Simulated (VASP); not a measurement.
# BN (P4_2/mnm) in VASP: further runs, part 3 of 3

VASP 6.6.1. The steps go on from the part before.

**5. Single point, PBE**

This run uses another cell than the first one, of 6.88 Å³/atom, 1.012 times its volume.

INCAR reads:

```
PREC = Accurate
ENCUT = 520
EDIFF = 1E-6
ISMEAR = 0
SIGMA = 0.05
LREAL = F
LASPH = T
NELM = 60
ALGO = Normal
ISIF = 2
LWAVE = F
LCHARG = F
GGA = PE
NBANDS = 26
```

KPOINTS reads:

```
Automatic mesh
0
Gamma
  6 6 10
```

POSCAR reads:

```
BN
1.0
    4.3895000000      0.0000000000      0.0000000000
    0.0000000000      4.3895000000      0.0000000000
    0.0000000000      0.0000000000      2.8551000000
B N
4 4
Direct
    0.1742811368      0.8257188632      0.5000000000
    0.3257188632      0.3257188632      0.0000000000
    0.6742811368      0.6742811368      0.0000000000
    0.8257188632      0.1742811368      0.5000000000
    0.8126115048      0.8126115048      0.5000000000
    0.3126115048      0.6873884952      0.0000000000
    0.6873884952      0.3126115048      0.0000000000
    0.1873884952      0.1873884952      0.5000000000
```

Potentials or basis: VASP PAW PBE potentials, release 64 (B, N).

Command:

```sh
$ cat potpaw_PBE.64/B/POTCAR potpaw_PBE.64/N/POTCAR > POTCAR
$ mpirun -np 1 vasp_std > vasp.out
```

OUTCAR:

```text
PREC = Accurate
   ENCUT = 520
   EDIFF = 1E-6
   ISMEAR = 0
   LREAL = F
   LASPH = T
   NELM = 60
   ISIF = 2
   GGA = PE

 ion  position               nearest neighbor table
   1  0.174  0.826  0.500-   5 1.59   8 1.59   6 1.67   6 1.67   4 2.16
   2  0.326  0.326  0.000-   6 1.59   7 1.59   8 1.67   8 1.67   3 2.16
   3  0.674  0.674  0.000-   6 1.59   7 1.59   5 1.67   5 1.67   2 2.16
   4  0.826  0.174  0.500-   5 1.59   8 1.59   7 1.67   7 1.67   1 2.16
   5  0.813  0.813  0.500-   1 1.59   4 1.59   3 1.67   3 1.67
[... 914 lines left out ...]
  Total       -0.6473902     -0.6473902    -26.6957251      0.0000000      0.0000000      0.0000000
  in kB      -18.8549446    -18.8549446   -777.5008499      0.0000000      0.0000000      0.0000000
  external PRESSURE =    -271.7369131 kB  Pullay stress =       0.0000000 kB

 VOLUME and BASIS-vectors are now :
 -----------------------------------------------------------------------------
  energy-cutoff  :      520.00
  volume of cell :       55.01
      direct lattice vectors                 reciprocal lattice vectors
     4.389500000  0.000000000  0.000000000     0.227816380  0.000000000  0.000000000
     0.000000000  4.389500000  0.000000000     0.000000000  0.227816380  0.000000000
     0.000000000  0.000000000  2.855100000     0.000000000  0.000000000  0.350250429

 POSITION                                       TOTAL-FORCE (eV/Angst)
 -----------------------------------------------------------------------------------
      0.76501      3.62449      1.42755        -0.109074      0.109074     -0.000000
      1.42974      1.42974      0.00000         0.109074      0.109074     -0.000000
      2.95976      2.95976      0.00000        -0.109074     -0.109074      0.000000
      3.62449      0.76501      1.42755         0.109074     -0.109074      0.000000
      3.56696      3.56696      1.42755        -0.355698     -0.355698     -0.000000
      1.37221      3.01729      0.00000        -0.355698      0.355698      0.000000
      3.01729      1.37221      0.00000         0.355698     -0.355698     -0.000000
      0.82254      0.82254      1.42755         0.355698      0.355698      0.000000
 -----------------------------------------------------------------------------------
    total drift:                                0.000000      0.000000      0.000000

  FREE ENERGIE OF THE ION-ELECTRON SYSTEM (eV)
  ---------------------------------------------------
  free  energy   TOTEN  =       -67.3634160273 eV

  energy  without entropy=      -67.3634160273  energy(sigma->0) =      -67.36341603
```

OSZICAR:

```text
N       E                     dE             d eps       ncg     rms          rms(c)
DAV:   1     0.107925039213E+03    0.10793E+03   -0.16554E+04  3120   0.119E+03
DAV:   2    -0.639901092337E+02   -0.17192E+03   -0.16205E+03  4184   0.268E+02
DAV:   3    -0.710270784145E+02   -0.70370E+01   -0.69920E+01  4270   0.510E+01
DAV:   4    -0.710837207422E+02   -0.56642E-01   -0.56576E-01  3848   0.487E+00
DAV:   5    -0.710845530677E+02   -0.83233E-03   -0.83165E-03  4248   0.557E-01    0.127E+01
DAV:   6    -0.675736641017E+02    0.35109E+01   -0.93256E+00  3988   0.173E+01    0.567E+00
DAV:   7    -0.674083155606E+02    0.16535E+00   -0.52983E-01  3868   0.450E+00    0.364E+00
DAV:   8    -0.673657796093E+02    0.42536E-01   -0.14949E-01  3686   0.239E+00    0.380E-01
DAV:   9    -0.673626533672E+02    0.31262E-02   -0.14787E-02  3958   0.828E-01    0.184E-01
DAV:  10    -0.673633108793E+02   -0.65751E-03   -0.15745E-03  3858   0.251E-01    0.607E-02
DAV:  11    -0.673633972144E+02   -0.86335E-04   -0.24345E-04  3934   0.989E-02    0.281E-02
DAV:  12    -0.673634150717E+02   -0.17857E-04   -0.35717E-05  3876   0.410E-02    0.647E-03
DAV:  13    -0.673634160273E+02   -0.95558E-06   -0.35860E-06  3954   0.133E-02
   1 F= -.67363416E+02 E0= -.67363416E+02  d E =-.199938E-15
```

Run time: 55 s. Hardware: 1 thread of Intel Xeon Platinum 8259CL at 2.50GHz (Skylake/Cascade Lake), shared host; peak memory 0.21 GiB.

Results:

```
Free energy            : -67.3634 eV
Pressure               : -27.2 GPa
Largest force          : 0.503 eV/Å
Band gap on the k mesh : 3.82 eV, direct
```

Forces in eV/Å, atoms in the order of the input:
```
B   -0.109  0.109  0.000
B    0.109  0.109  0.000
B   -0.109 -0.109  0.000
B    0.109 -0.109  0.000
N   -0.356 -0.356  0.000
N   -0.356  0.356  0.000
N    0.356 -0.356  0.000
N    0.356  0.356  0.000
```

Stress tensor (GPa, compression positive):
```
 -1.89   0.00   0.00
  0.00  -1.89   0.00
  0.00   0.00 -77.75
```

Levels at points of the mesh, in eV from the valence-band top:
```csv
k point,band 12,band 13,band 14,band 15,band 16,band 17,band 18,band 19,band 20,band 21
"(0.00, 0.00, 0.00)",-2.82,-1.01,-0.73,0.00,0.00,3.82,5.58,6.81,6.81,7.23
"(0.50, 0.00, 0.00)",-2.90,-1.84,-1.84,-1.45,-1.45,5.13,5.13,6.98,6.98,8.14
"(0.50, 0.50, 0.00)",-3.86,-3.07,-3.07,-1.76,-1.76,5.58,5.58,6.25,6.25,7.45
"(0.00, 0.00, 0.50)",-5.13,-3.61,-3.61,-3.27,-3.27,6.20,6.20,10.18,10.18,11.47
"(0.50, 0.00, 0.50)",-4.44,-3.60,-3.60,-1.55,-1.55,6.72,6.72,8.58,8.58,9.18
"(0.50, 0.50, 0.50)",-3.11,-2.91,-2.91,-2.11,-2.11,6.10,6.10,6.92,6.92,8.57
```

A k mesh can miss the band edges. PBE gaps usually lie below the measured ones, often by a third to a half.

**6. The runs side by side**

```csv
cell,gap on the mesh (eV),pressure (GPa),largest force (eV/Å)
"a = 4.423, b = 4.423, c = 2.779 Å, 8 atoms",4.58,-25.5,0.33
"a = 4.489, b = 4.489, c = 2.702 Å, 8 atoms",4.80,-26.6,0.05
"a = 4.555, b = 4.555, c = 2.626 Å, 8 atoms",4.85,-26.3,0.16
"a = 4.389, b = 4.389, c = 2.855 Å, 8 atoms",3.82,-27.2,0.50
```

Alike in all rows: task single point; level PBE; potentials or basis VASP PAW PBE potentials, release 64 (B, N); no spin polarisation; k mesh 6 × 6 × 10; cutoff (eV) 520; smearing gaussian 0.05 eV.

Absolute energies hang on the potentials; compare differences alone.
